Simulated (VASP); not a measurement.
TiSi2:

```xyz
3
Lattice="4.0153 0.0000 0.0000 -2.0077 3.4774 0.0000 0.0000 0.0000 3.1586" Properties=species:S:1:pos:R:3 pbc="T T T"
Ti    0.0000    0.0000    0.0000
Si    0.0000    2.3183    1.5793
Si    2.0077    1.1591    1.5793
```

The cell was generated, and may not be a known phase.

* Program: VASP 6.6.1
* Task: relaxation of cell and atoms
* Functional: PBE
* Potentials or basis: VASP PAW PBE potentials, release 64 (Ti_sv, Si)
* Cutoff: 600 eV
* k mesh: 12 × 12 × 14
* Occupations: gaussian, width 0.1 eV
* Spin: no spin polarisation

At the start: pressure 1.2 GPa; volume 14.70 Å³/atom.

Task: Where does the relaxation end?

Result: Over 29 steps the energy falls by 188.6 meV/atom and the volume is 14.16 Å³/atom (-3.7 %); space group P6/mmm (No. 191, to 0.1 Å) before and after.

The path:
```tsv
step	energy change (eV)	largest force (eV/Å)	pressure (GPa)	volume (Å³)
1	0.0000	0.0000	1.15	44.10
2	-0.0012	0.0000	-0.84	44.78
3	-0.0018	0.0000	-0.13	44.53
4	-0.0022	0.0000	-0.14	44.50
5	-0.0032	0.0000	-0.13	44.41
6	-0.0064	0.0000	-0.07	44.22
7	-0.0358	0.0000	0.09	43.82
8	-0.2402	0.0000	0.32	42.91
9	-0.5287	0.0000	6.41	40.64
10	-0.5358	0.0000	4.08	41.18
11	-0.5401	0.0000	5.16	40.92
12	-0.5401	0.0000	5.15	40.92
13	-0.5402	0.0000	5.18	40.91
14	-0.5403	0.0000	5.22	40.90
15	-0.5404	0.0000	5.23	40.91
16	-0.5406	0.0000	5.20	40.91
17	-0.5411	0.0000	5.16	40.93
18	-0.5421	0.0000	5.03	40.96
19	-0.5441	0.0000	4.80	41.02
20	-0.5477	0.0000	4.36	41.15
21	-0.5539	0.0000	3.48	41.40
22	-0.5623	0.0000	1.81	41.90
23	-0.5641	0.0000	-1.26	42.91
24	-0.5657	0.0000	-0.13	42.51
25	-0.5657	0.0000	-0.01	42.47
26	-0.5658	0.0000	-0.01	42.47
27	-0.5659	0.0000	0.01	42.47
28	-0.5659	0.0000	0.08	42.47
29	-0.5659	0.0000	0.07	42.47
```

Final structure:
```
Ti Si
1.0
     4.37158    0.00000    0.00000
    -2.18579    3.78590    0.00000
     0.00000    0.00000    2.56594
Ti Si
1 2
Cartesian
  0.0000 0.0000 0.0000
  0.0000 2.5239 1.2830
  2.1858 1.2620 1.2830
```

Caveat: a cell axis changed by over 15 % at a fixed basis, so the end point is rough.
